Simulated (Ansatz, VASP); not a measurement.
WS2: VASP beside Ansatz

INCAR

```
PREC = Accurate
ENCUT = 520
EDIFF = 1E-6
ISMEAR = -1
SIGMA = 0.08
LREAL = False
LASPH = True
NELM = 100
ALGO = Normal
ISIF = 2
LWAVE = False
LCHARG = False
NBANDS = 20
```

KPOINTS

```
regular mesh
0
Gamma
  13 13 13
```

File POSCAR:

```
WS2
1.0
    1.5790003843      0.9116362969      5.9784301000
   -1.5790003843      0.9116362969      5.9784301000
    0.0000000000     -1.8232725938      5.9784301000
W S
1 2
Direct
    0.0000000000      0.0000000000      0.0000000000
    0.7503000000      0.7503000000      0.7503000000
    0.5810000000      0.5810000000      0.5810000000
```

Input for Ansatz:

```yaml
crystal:
  lattice:
    - [1.5790003843, 0.9116362969, 5.9784301]
    - [-1.5790003843, 0.9116362969, 5.9784301]
    - [0.0, -1.8232725938, 5.9784301]
  atoms:
    - { symbol: W, position: [0.0, 0.0, 0.0] }
    - { symbol: S, position: [0.7503, 0.7503, 0.7503] }
    - { symbol: S, position: [0.581, 0.581, 0.581] }
kpoints:
  mp_grid: { grid: [13, 13, 13] }
  band_path:
    path:
      - [0.0, 0.0, 0.0]
      - [0.5, 0.5, 0.5]
      - [0.8178316934, 0.1821683066, 0.5]
      - [0.5, -0.1821683066, 0.1821683066]
      - [0.5, 0.0, 0.0]
      - [0.0, 0.0, 0.0]
      - [0.3410841533, -0.3410841533, 0.0]
      - [0.6589158467, 0.0, 0.3410841533]
      - [0.5, 0.0, 0.5]
    npoints: 5
scf:
  occupations: { method: fermi_dirac, width: 0.08 }
hamiltonian:
  xc: lda
  pseudopotentials: { kind: all_electron, lapw: { basis_error: 0.0005 } }
output:
  forces: true
  stress: true
  eigenvalues: true
```

Change from the starting cell: zz strain of -3 %.

Alike in both runs: task single point; functional LDA; k mesh 13 × 13 × 13; occupations fermi-dirac, width 0.08 eV; no spin polarisation.

|  | VASP | Ansatz |
| --- | --- | --- |
| version | VASP 6.6.1 | Ansatz 0.2.0 |
| potentials or method | VASP PAW LDA potentials, release 64 (W_sv, S), cutoff 520 eV | all-electron LAPW, scalar-relativistic |

|  | VASP | Ansatz | Ansatz less VASP |
| --- | --- | --- | --- |
| pressure (GPa) | 2.4 | 2.0 | -0.40 |
| traceless stress, the component that is largest in VASP (GPa) | 4.42 | 4.39 | -0.033 |
| rms of the force components (eV/Å) | 0.430 | 0.411 | -0.0192 |

LDA's correlation is that of Perdew and Zunger in VASP and of Perdew and Wang (1992) in Ansatz. Atom by atom the forces differ by 0.023 eV/Å (rms over components). Ansatz ran all-electron here, and VASP with PAW potentials.

Neither program's run includes spin-orbit coupling.
